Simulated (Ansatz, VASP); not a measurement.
Si3N4 in VASP and in Ansatz

```
Si N
1.0
     0.00000    3.77409    3.77409
     3.77409    0.00000    3.77409
     3.77409    3.77409    0.00000
Si N
6 8
Cartesian
  2.8306 2.8306 0.9435
  2.8306 0.9435 2.8306
  0.9435 2.8306 2.8306
  0.9435 0.9435 0.9435
  5.6611 5.6611 5.6611
  3.7741 3.7741 3.7741
  2.7779 2.7779 2.7779
  6.6574 4.6649 4.6649
  4.6649 4.6649 6.6574
  4.6649 6.6574 4.6649
  4.7703 4.7703 2.7779
  4.7703 2.7779 4.7703
  6.6574 6.6574 6.6574
  2.7779 4.7703 4.7703
```

Alike in both runs: functional PBE; k mesh 6 × 6 × 6; occupations gaussian, width 0.02 eV; no spin polarisation.

Ansatz relaxed the structure, and its values are those at the end. VASP's run is a single point on that final structure, the one shown.

|  | VASP | Ansatz |
| --- | --- | --- |
| version | VASP 6.6.1 | Ansatz 0.2.0 |
| potentials or method | VASP PAW PBE potentials, release 64 (Si, N), cutoff 520 eV | scalar-relativistic, plane waves, PAW |
| valence electrons in the cell | 64 | 64 |

```csv
,VASP,Ansatz,Ansatz less VASP
gap on the k mesh at the Fermi level (eV),3.71,3.72,+0.013
least direct gap on the mesh (eV),3.72,3.73,+0.013
rms of the force components (eV/Å),0.004,0.000,-0.0038
```

Ansatz's warnings: stress scf threshold loose.
